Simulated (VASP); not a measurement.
# As10Se12S3 in VASP: a series of runs

The runs below take As10Se12S3 through single point, with PBE+D3(BJ).

Everything below comes from runs of VASP 6.6.1. Logs are shortened: lines on timing, memory, paths and dates and some standing lists are left out, and cuts for length are marked.

### 1 The cell of the first run

The cell holds a disordered packing, 25 atoms: a = 8.827 Å, b = 8.964 Å, c = 8.864 Å, α = 87.11°, β = 86.18°, γ = 86.85°.

### 2 Single point, PBE+D3(BJ)

INCAR

```
PREC = Accurate ; ENCUT = 400
EDIFF = 1E-6 ; ISMEAR = -1
SIGMA = 0.05 ; LREAL = Auto
LASPH = T ; NELM = 120
ALGO = Normal ; ISIF = 2
LWAVE = F ; LCHARG = F
GGA = PE ; IVDW = 12
NBANDS = 88 ; ISYM = -1
GGA_COMPAT = F
```

KPOINTS

```
explicit points
1
Reciprocal
  0.25000000   0.25000000   0.25000000 1
```

POSCAR

```
As10Se12S3
1.0
    8.8186510000      0.2405820000      0.2922810000
    0.2405820000      8.9584340000      0.2205530000
    0.2922810000      0.2205530000      8.8565100000
As S Se
10 3 12
Direct
    0.0516930893      0.6401769732      0.6807135249
    0.2642686314      0.9501456073     -0.0103693401
    0.6969755342      0.6813950433      0.5388260808
    0.0997440592      0.9003318455      0.6053055681
    0.5308476711      0.4412392622      0.4671067575
    0.5705728942      0.4655888194      0.1254289074
    0.7824231154      0.5665314898      0.7948389794
    0.8817242526      0.3351366560      0.6355996164
    0.2493569601      0.2356474340      0.8544396099
    0.5969277176      0.1078630602      0.4018799559
    0.5843287730      0.8879542518      0.0858272421
    0.1395007249      0.2826082736      0.6346232868
    0.3299965053      0.6511193364      0.3031343010
    0.9330772943      0.0465825788      0.4173211917
    0.0009842506      0.9262485003      0.9238285100
    0.8255242282      0.4906267521      0.1446244346
    0.7325207218      0.1086237453      0.1657154814
    0.5209614975      0.8601903758      0.8391104718
    0.3341794221      0.6081066239      0.9229227951
    0.3409526804      0.6671579127      0.5550039836
    0.9534444316      0.5347983281      0.4403517788
    0.1729189353      0.9794216854      0.3054698397
    0.1813806855      0.4310572370      0.0476405384
    0.4949312360      0.2504623128      0.7072284443
    0.3723329639      0.2089572319      0.3096889186
```

Potentials or basis: VASP PAW PBE potentials, release 64 (As, S, Se).

The run is started by

```console
$ cat potpaw_PBE.64/As/POTCAR potpaw_PBE.64/S/POTCAR potpaw_PBE.64/Se/POTCAR > POTCAR
$ mpirun -np 1 vasp_std > vasp.out
```

OUTCAR:

```text
PREC = Accurate
   ENCUT = 400
   EDIFF = 1E-6
   ISMEAR = -1
   LREAL = Auto
   LASPH = T
   NELM = 120
   ISIF = 2
   GGA = PE
   IVDW = 12
   ISYM = -1
 IVDW          = 12

 ion  position               nearest neighbor table
   1  0.052  0.640  0.681-   4 2.45  21 2.59   7 2.63  20 2.73
   2  0.264  0.950  0.990-  15 2.46  18 2.66   9 2.77
   3  0.697  0.681  0.539-   7 2.59  21 2.67   5 2.79
   4  0.100  0.900  0.605-   1 2.45  14 2.56  22 2.76
   5  0.531  0.441  0.467-  20 2.67  24 2.68   3 2.79
   6  0.571  0.466  0.125-  16 2.29
   7  0.782  0.567  0.795-   3 2.59   1 2.63   8 2.64
   8  0.882  0.335  0.636-  12 2.30  21 2.50   7 2.64
   9  0.249  0.236  0.854-  12 2.24  24 2.46  23 2.53   2 2.77
  10  0.597  0.108  0.402-  25 2.32  17 2.34
  11  0.584  0.888  0.086-  18 2.32  17 2.58
  12  0.140  0.283  0.635-   9 2.24   8 2.30
  13  0.330  0.651  0.303-  20 2.25
  14  0.933  0.047  0.417-  22 2.34   4 2.56
  15  0.001  0.926  0.924-   2 2.46
  16  0.826  0.491  0.145-   6 2.29
  17  0.733  0.109  0.166-  10 2.34  11 2.58
  18  0.521  0.860  0.839-  11 2.32   2 2.66
  19  0.334  0.608  0.923-  23 2.33
  20  0.341  0.667  0.555-  13 2.25   5 2.67   1 2.73
  21  0.953  0.535  0.440-   8 2.50   1 2.59   3 2.67
  22  0.173  0.979  0.305-  14 2.34   4 2.76  25 2.78
  23  0.181  0.431  0.048-  19 2.33   9 2.53
  24  0.495  0.250  0.707-   9 2.46   5 2.68
  25  0.372  0.209  0.310-  10 2.32  22 2.78

IMPORTANT INFORMATION: All symmetrisations will be switched off!
NOSYMM: (Re-)initialisation of all symmetry stuff for point group C_1.

----------------------------------------------------------------------------------------

                                     Primitive cell

  volume of cell :     698.0000

  direct lattice vectors                    reciprocal lattice vectors
     8.818651000  0.240582000  0.292281000     0.113598598 -0.002960249 -0.003675242
     0.240582000  8.958434000  0.220553000    -0.002960249  0.111772274 -0.002685763
     0.292281000  0.220553000  8.856510000    -0.003675242 -0.002685763  0.113099467

  length of vectors
     8.826772533  8.964377449  8.864075879     0.113696578  0.111843719  0.113191033

  position of ions in fractional coordinates (direct lattice)
     0.051693089  0.640176973  0.680713525
     0.264268631  0.950145607  0.989630660
     0.696975534  0.681395043  0.538826081
     0.099744059  0.900331845  0.605305568
     0.530847671  0.441239262  0.467106757
     0.570572894  0.465588819  0.125428907
[... 17 lines left out ...]
     0.494931236  0.250462313  0.707228444
     0.372332964  0.208957232  0.309688919

  ion indices of the primitive-cell ions
   primitive index   ion index
                 1           1
                 2           2
                 3           3
                 4           4
                 5           5
                 6           6
[... 17 lines left out ...]
                24          24
                25          25

----------------------------------------------------------------------------------------

 KPOINTS: explicit points

Read explicit list of k-points.

 Found      1 k-points:

 Following reciprocal coordinates:
            Coordinates               Weight
  0.250000  0.250000  0.250000      1.000000
   k-points           NKPTS =      1   k-points in BZ     NKDIM =      1   number of bands    NBANDS=     88
   number of dos      NEDOS =    301   number of ions     NIONS =     25
   total plane-waves  NPLWV = 216000
   dimension x,y,z NGX =    60 NGY =   60 NGZ =   60
   dimension x,y,z NGXF=   120 NGYF=  120 NGZF=  120
   ions per type =              10   3  12
   NGX,Y,Z   is equivalent  to a cutoff of  11.30, 11.13, 11.25 a.u.
   NGXF,Y,Z  is equivalent  to a cutoff of  22.60, 22.25, 22.51 a.u.
 SYSTEM =  unknown system
   PREC   = accura    normal or accurate (medium, high low for compatibility)
   ISTART =      0    job   : 0-new  1-cont  2-samecut
   ICHARG =      2    charge: 1-file 2-atom 10-const
   ISPIN  =      1    spin polarized calculation?
   LNONCOLLINEAR =      F non collinear calculations
   LSORBIT =      F    spin-orbit coupling
   LASPH  =      T    aspherical Exc in radial PAW
   ENCUT  =  400.0 eV  29.40 Ry    5.42 a.u.  14.39 14.62 14.46*2*pi/ulx,y,z
   NELM   =    120;   NELMIN=  2; NELMDL= -5     # of ELM steps
   EDIFF  = 0.1E-05   stopping-criterion for ELM
   LREAL  =      T    real-space projection
   EDIFFG = 0.1E-04   stopping-criterion for IOM
   NSW    =      0    number of steps for IOM
   IBRION =     -1    ionic relax: 0-MD 1-quasi-New 2-CG
   NFREE  =      0    steps in history (QN), initial steepest desc. (CG)
   ISIF   =      2    stress and relaxation
   ISYM   =     -1    0-nonsym 1-usesym 2-fastsym
   POTIM  = 0.5000    time-step for ionic-motion
   TEBEG  =    0.0;   TEEND  =   0.0 temperature during run
   PSTRESS=    0.0 pullay stress
   NELECT =     140.0000    total number of electrons
   NUPDOWN=      -1.0000    fix difference up-down
   EMIN   =  10.00;   EMAX   =-10.00  energy-range for DOS
   EFERMI =   0.00;   METHOD = LEGACY
   ISMEAR =    -1;   SIGMA  =   0.05  broadening in eV -4-tet -1-fermi 0-gaus
   EFERMI_NEDOS =   21; number of points for ismear=-14 and -15
   IALGO  =     38    algorithm
   IMIX   =      4    mixing-type and parameters
     AMIX     =   0.40;   BMIX     =  1.00
     AMIX_MAG =   1.60;   BMIX_MAG =  1.00
  volume/ion in A,a.u.               =      27.92       188.41
  Fermi-wavevector in a.u.,A,eV,Ry     =   0.958295  1.810914 12.494618  0.918329
  Thomas-Fermi vector in A             =   2.087389
   LORBIT       =      0    0 simple, 1 ext, 2 COOP (PROOUT), +10 PAW based schemes
   GGA     = PE    functional components
   LHFCALC =     F    Hartree Fock is set to
   AEXX    =    0.0000 exact exchange contribution
   IVDW    =    12    specifies the selected vdW correction
   LEPSILON=     F    determine dielectric tensor
   LRPA    =     F    only Hartree local field effects (RPA)
 non-spin polarized calculation
  energy-cutoff  :      400.00
  volume of cell :      698.00
 maximum number of plane-waves:     12686
 NGX is ok and might be reduce to    60
   NGX = 29   NGY = 29   NGZ = 29

 number of electron     139.9999997 magnetization

 Free energy of the ion-electron system (eV)
  ---------------------------------------------------
  ext. energy  EPLUGINS =         0.00000000
  ---------------------------------------------------
  free energy    TOTEN  =       -95.35059583 eV

  energy without entropy =      -95.33467785  energy(sigma->0) =      -95.34263684

 E-fermi :   2.5788     XC(G=0):  -8.5838

 val. band max:        2.3689162917   @ k =   0.2500   0.2500   0.2500
 cond. band min:       2.7879015810   @ k =   0.2500   0.2500   0.2500
 fundamental gap:      0.4189852893
 Fermi energy:         2.5787717789

 k-point     1 :       0.2500    0.2500    0.2500
  band No.  band energies     occupation
      1     -12.7210      2.00000
      2     -12.4626      2.00000
      3     -12.1931      2.00000
      4     -12.1172      2.00000
      5     -11.8699      2.00000
      6     -11.5011      2.00000
[... 74 lines left out ...]
     81       4.3043      0.00000
     82       4.4720      0.00000
 [bands above 82 left out]

------------------------ aborting loop because EDIFF is reached ----------------------------------------

 Edisp (eV)   -7.41568

 E8    (eV) :    -3.0255

  FORCE on cell =-STRESS in cart. coord.  units (eV):
  Direction    XX          YY          ZZ          XY          YZ          ZX
  --------------------------------------------------------------------------------------
  -------------------------------------------------------------------------------------
  Total      -7.21255    -9.52979   -12.14373    -0.78568    -2.52556     0.48611
  in kB     -16.55558   -21.87453   -27.87450    -1.80343    -5.79712     1.11581
  external pressure =      -22.10 kB  Pullay stress =        0.00 kB

 VOLUME and BASIS-vectors are now :
 -----------------------------------------------------------------------------
  energy-cutoff  :      400.00
  volume of cell :      698.00
      direct lattice vectors                 reciprocal lattice vectors
     8.818651000  0.240582000  0.292281000     0.113598598 -0.002960249 -0.003675242
     0.240582000  8.958434000  0.220553000    -0.002960249  0.111772274 -0.002685763
     0.292281000  0.220553000  8.856510000    -0.003675242 -0.002685763  0.113099467

 POSITION                                       TOTAL-FORCE (eV/Angst)
 -----------------------------------------------------------------------------------
      0.80884      5.89755      6.18505        -0.389563     -0.234367      0.082340
      2.84833      8.79366      9.05147        -0.350097     -0.214902     -0.426068
      6.46780      6.39075      5.12611         0.090550     -1.274817      0.068933
      1.27313      8.22306      5.58862        -0.035416      0.910977      0.900470
      4.92404      4.18355      4.38941         0.008938     -0.019372      0.469522
      5.18036      4.33588      1.38032        -0.277530      0.128458      0.185804
[... 17 lines left out ...]
      4.63159      2.51880      6.46348         0.126649      0.217866      0.354136
      3.42426      2.02981      2.89767        -0.938579      0.026091     -0.546770
 -----------------------------------------------------------------------------------
    total drift:                                0.037960     -0.005794     -0.028299

  FREE ENERGIE OF THE ION-ELECTRON SYSTEM (eV)
  ---------------------------------------------------
  free  energy   TOTEN  =      -102.7662745729 eV

  energy  without entropy=     -102.7503565933  energy(sigma->0) =     -102.75831558
```

Wall time 99 s (1 thread of Intel Xeon Platinum 8259CL at 2.50GHz (Skylake/Cascade Lake), shared host); peak memory 0.47 GiB.

What came out:

| Quantity | Value |
| --- | --- |
| Free energy | -102.7663 eV |
| Pressure | -2.2 GPa |
| Largest force | 1.281 eV/Å |
| Dispersion energy per atom | -0.297 eV |

Forces on the atoms (eV/Å):
```
As  -0.390 -0.234  0.082
As  -0.350 -0.215 -0.426
As   0.091 -1.275  0.069
As  -0.035  0.911  0.900
As   0.009 -0.019  0.470
As  -0.278  0.128  0.186
As  -0.272 -0.020 -0.529
As  -0.578  0.252 -0.078
As   0.369 -0.206  0.197
As   0.265 -0.263  0.622
S    0.123  0.291 -0.729
S    0.031  0.082  0.233
S    0.355  0.361 -0.091
Se  -0.232 -0.081  0.340
Se   0.696 -0.147 -0.635
Se  -0.463 -0.004  0.010
Se  -0.421 -0.384 -1.007
Se   0.378  0.554  0.793
Se   0.481  0.539  0.422
Se   0.523 -0.486 -0.477
Se  -0.106  0.347  0.549
Se   0.640  0.027 -0.347
Se  -0.023 -0.402 -0.361
Se   0.127  0.218  0.354
Se  -0.939  0.026 -0.547
```

Caveat: the atoms stand as in a frame of molecular dynamics.

### 3 Single point, PBE+D3(BJ)

INCAR

```
SYSTEM = As10Se12S3
PREC     = Accurate       ! precision mode
ENCUT    = 400            ! plane-wave cutoff, eV
EDIFF    = 1E-6           ! SCF threshold, eV
ISMEAR   = -1             ! smearing method
SIGMA    = 0.05           ! smearing width, eV
LREAL    = Auto         
LASPH    = .True.         ! aspherical terms in the spheres
NELM     = 120            ! most SCF steps
ALGO     = Normal         ! electronic algorithm
ISIF     = 2              ! what is computed and relaxed
LWAVE    = .False.        ! write WAVECAR
LCHARG   = .True.         ! write CHGCAR
GGA      = PE             ! functional
IVDW     = 12             ! dispersion correction
LELF     = .True.         ! ELF
LVHAR    = .True.       
NBANDS   = 88             ! bands
ISYM     = -1           
GGA_COMPAT= .False.
```

KPOINTS is that of step 2.

POSCAR

```
As10Se12S3
1.0
    8.8186510000      0.2405820000      0.2922810000
    0.2405820000      8.9584340000      0.2205530000
    0.2922810000      0.2205530000      8.8565100000
As S Se
10 3 12
Direct
    0.0360736096      0.6438096700      0.6869772873
    0.2565103572      0.9429836831     -0.0191467050
    0.6918815421      0.6537148202      0.5431831959
    0.1021882572      0.9131065838      0.6192719161
    0.5338894728      0.4481030337      0.4734161405
    0.5647122263      0.4694203046      0.1280852491
    0.7793341212      0.5712382797      0.7969957836
    0.8704549381      0.3426139025      0.6373351395
    0.2481589485      0.2394834719      0.8597323388
    0.5971487917      0.1161144208      0.4060310856
    0.6127512956      0.9053125460      0.0854324153
    0.1295816550      0.2807783082      0.6446207644
    0.3400222884      0.6601013649      0.3008358382
    0.9363716768      0.0370029320      0.4182917698
    0.0034341961      0.9211781534      0.9037061602
    0.8193231749      0.4783819197      0.1446443165
    0.7229310547      0.1015954886      0.1550435554
    0.5038802633      0.8592755195      0.8517474241
    0.3420534890      0.6077908519      0.9271869132
    0.3442161712      0.6566783009      0.5481565294
    0.9597884460      0.5353563678      0.4450154316
    0.1712575943      0.9871923043      0.2996032788
    0.1798387676      0.4292539274      0.0442345014
    0.4903021787      0.2506358463      0.7048892285
    0.3845512142      0.2078804791      0.2980342509
```

Potentials or basis: VASP PAW PBE potentials, release 64 (As, S, Se).

The run is started by

```console
$ cat potpaw_PBE.64/As/POTCAR potpaw_PBE.64/S/POTCAR potpaw_PBE.64/Se/POTCAR > POTCAR
$ mpirun -np 1 vasp_std > vasp.out
```

OUTCAR:

```text
SYSTEM = As10Se12S3
   PREC = Accurate
   ENCUT = 400
   EDIFF = 1E-6
   ISMEAR = -1
   LREAL = Auto
   LASPH = .True.
   NELM = 120
   ISIF = 2
   GGA = PE
   IVDW = 12
   ISYM = -1
 IVDW          = 12

 ion  position               nearest neighbor table
   1  0.036  0.644  0.687-   7 2.51  21 2.54   4 2.55
   2  0.257  0.943  0.981-  15 2.40  18 2.49   9 2.82
   3  0.692  0.654  0.543-   7 2.49   5 2.50  21 2.65
   4  0.102  0.913  0.619-   1 2.55  14 2.55  15 2.62
   5  0.534  0.448  0.473-   3 2.50  20 2.52  24 2.66
   6  0.565  0.469  0.128-  16 2.27
[... 272 lines left out ...]
  Total       0.64777    -2.54819    -4.47241    -0.80107    -1.64407     0.74265
  in kB       1.48689    -5.84907   -10.26589    -1.83876    -3.77376     1.70467
  external pressure =       -4.88 kB  Pullay stress =        0.00 kB

 VOLUME and BASIS-vectors are now :
 -----------------------------------------------------------------------------
  energy-cutoff  :      400.00
  volume of cell :      698.00
      direct lattice vectors                 reciprocal lattice vectors
     8.818651000  0.240582000  0.292281000     0.113598598 -0.002960249 -0.003675242
     0.240582000  8.958434000  0.220553000    -0.002960249  0.111772274 -0.002685763
     0.292281000  0.220553000  8.856510000    -0.003675242 -0.002685763  0.113099467

 POSITION                                       TOTAL-FORCE (eV/Angst)
 -----------------------------------------------------------------------------------
      0.67380      5.92772      6.23676         0.593341      0.360324     -0.040132
      2.77563      8.72570      8.96989         0.112926      0.305606      0.502129
      6.41750      6.14252      5.15711         0.168672      0.308713     -0.358249
      1.30184      8.34117      5.71584        -0.452297      0.076058      0.285702
      4.95436      4.24716      4.44769        -0.135064     -1.143499      0.301277
      5.13037      4.36938      1.40298        -0.695761      0.133717      0.391296
[... 17 lines left out ...]
      4.59013      2.51873      6.44144         0.282605      0.273362      0.282941
      3.52834      2.02053      2.79779        -1.744246      0.115145     -0.687630
 -----------------------------------------------------------------------------------
    total drift:                               -0.024766      0.000004      0.008279

  FREE ENERGIE OF THE ION-ELECTRON SYSTEM (eV)
  ---------------------------------------------------
  free  energy   TOTEN  =      -103.2528653288 eV

  energy  without entropy=     -103.2451901385  energy(sigma->0) =     -103.24902773
```

It took 95 s on 1 thread of Intel Xeon Platinum 8259CL at 2.50GHz (Skylake/Cascade Lake), shared host; peak memory 0.47 GiB.

What came out:

- Free energy: -103.2529 eV
- Pressure: -0.5 GPa
- Largest force: 1.878 eV/Å
- Dispersion energy per atom: -0.296 eV

Forces in eV/Å, atoms in the order of the input:
```
As   0.593  0.360 -0.040
As   0.113  0.306  0.502
As   0.169  0.309 -0.358
As  -0.452  0.076  0.286
As  -0.135 -1.143  0.301
As  -0.696  0.134  0.391
As  -0.473 -0.268 -0.031
As  -0.175  0.068  0.036
As   0.255 -0.564  0.086
As   0.591 -0.479  0.706
S   -0.595 -1.063 -0.192
S   -0.028  0.063  0.085
S    0.210  0.257 -0.767
Se  -0.609  0.049  0.569
Se   0.011 -0.175 -0.573
Se  -0.169  0.225  0.186
Se   0.567  0.547 -0.681
Se   0.940  0.596 -0.436
Se   0.336  0.494  0.412
Se   0.207 -0.015  0.303
Se  -0.162  0.111  0.208
Se   0.983  0.106 -0.362
Se  -0.018 -0.380 -0.229
Se   0.283  0.273  0.283
Se  -1.744  0.115 -0.688
```

Levels at points of the mesh, in eV from the Fermi level:
```
           k point  band 67  band 68  band 69  band 70  band 71  band 72  band 73  band 74
(0.25, 0.25, 0.25)    -0.69    -0.57    -0.43    -0.26     0.26     0.45     0.64     0.83
```

Caveat: the atoms stand as in a frame of molecular dynamics.
